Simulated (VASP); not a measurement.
A run of VASP 6.6.1 is set up as follows.

Contents of INCAR:

```
SYSTEM = Y2Be2Pb
PREC = Accurate ; ENCUT = 600
EDIFF = 1E-7 ; ISMEAR = 0
SIGMA = 0.1 ; LREAL = .False.
LASPH = .True. ; NELM = 100
ALGO = Normal ; ISIF = 3
LWAVE = .False. ; LCHARG = .False.
GGA = PE ; IBRION = 2
NSW = 90 ; EDIFFG = -0.04
```

The input KPOINTS:

```
Automatic mesh
0
Gamma
  6 6 6
  0 0 0
```

The input POSCAR:

```
Y2Be2Pb
1.0
   -2.1688643900      2.1688643900      4.9655620800
    2.1688643900     -2.1688643900      4.9655620800
    2.1688643900      2.1688643900     -4.9655620800
Y Be Pb
2 2 1
Direct
    0.7500000000      0.2500000000      0.5000000000
    0.2500000000      0.7500000000      0.5000000000
    0.3750000000      0.3750000000      0.0000000000
    0.6250000000      0.6250000000      0.0000000000
    0.0000000000      0.0000000000      0.0000000000
```

Potentials or basis: VASP PAW PBE potentials, release 64 (Y_sv, Be, Pb_d).

Run with:

```sh
$ cat potpaw_PBE.64/Y_sv/POTCAR potpaw_PBE.64/Be/POTCAR potpaw_PBE.64/Pb_d/POTCAR > POTCAR
$ mpirun -np 1 vasp_std > vasp.out
```

Problem. What does it give for the space group after relaxing (to 0.1 Å)?

Solution. I4/mmm (No. 139).

Problem. Estimate the relaxed volume.

Solution. 22.94 Å³/atom.

Problem. What does it give for the band gap on the k mesh?

Solution. Zero (bands 20 and 21 overlap by 0.75 eV).

Problem. What does it give for the relaxed cell?

Solution. a = 6.301 Å, b = 6.301 Å, c = 6.301 Å, α = 137.07°, β = 137.07°, γ = 62.33°.

Forces on the atoms (eV/Å):
```
Y    0.000  0.000  0.000
Y    0.000  0.000  0.000
Be   0.000  0.000  0.017
Be   0.000  0.000 -0.017
Pb   0.000  0.000  0.000
```

Caveat: the volume moved by over 15 % at a fixed basis, so the end points are rough; spin-orbit coupling is left out, which moves the levels of the heavy elements.
